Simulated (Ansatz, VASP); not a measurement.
## One calculation of Rh, two programs

INCAR

```
SYSTEM = Rh
ALGO     = Normal         ! electronic algorithm
EDIFF    = 1E-6           ! SCF threshold, eV
ENCUT    = 520            ! plane-wave cutoff, eV
GGA      = PE             ! functional
ISIF     = 2              ! what is computed and relaxed
ISMEAR   = -1             ! smearing method
LASPH    = .TRUE.         ! aspherical terms in the spheres
LCHARG   = .FALSE.        ! write CHGCAR
LREAL    = .FALSE.        ! projectors in reciprocal space
LWAVE    = .FALSE.        ! write WAVECAR
NBANDS   = 14             ! bands
NELM     = 80             ! most SCF steps
PREC     = Accurate       ! precision mode
SIGMA    = 0.1            ! smearing width, eV
```

Contents of KPOINTS:

```
k-points
0
G
  14 14 14
  0 0 0
```

The input POSCAR:

```
Rh
1.0
    0.0000000000      1.9160595532      1.9160595532
    1.9160595532      0.0000000000      1.9160595532
    1.9160595532      1.9160595532      0.0000000000
Rh
1
Direct
    0.0000000000      0.0000000000      0.0000000000
```

Input for Ansatz:

```yaml
crystal:
  lattice:
    - [0.0, 1.9160595532, 1.9160595532]
    - [1.9160595532, 0.0, 1.9160595532]
    - [1.9160595532, 1.9160595532, 0.0]
  atoms:
    - { symbol: Rh, position: [0.0, 0.0, 0.0] }
hamiltonian:
  xc: pbe
  pseudopotentials:
    kind: paw
    azcp:
      Rh: "pseudopotentials/Rh.paw.azcp"
basis:
  ecutwfc: 500
  fft_grid_basis: typed
kpoints:
  mp_grid: { grid: [14, 14, 14], shift: [0, 0, 0] }
magnetization:
  spin_polarized: false
scf:
  occupations: { method: fermi_dirac, width: 0.1 }
  lower_state_search: "off"
output:
  stress: true
```

Alike in both runs: task single point; functional PBE; k mesh 14 × 14 × 14; occupations fermi-dirac, width 0.1 eV; no spin polarisation.

|  | VASP | Ansatz |
| --- | --- | --- |
| version | VASP 6.6.1 | Ansatz 0.2.0 |
| potentials or method | VASP PAW PBE potentials, release 64 (Rh_pv), cutoff 520 eV | plane waves (500 eV) with PAW, scalar-relativistic |
| valence electrons in the cell | 15 | 17 |

```csv
,VASP,Ansatz,Ansatz less VASP
pressure (GPa),0.0,0.0,-0.06
```

VASP's potentials hold 15 valence electrons a cell and Ansatz's 17, so a difference there can come from the potentials and not from the codes.
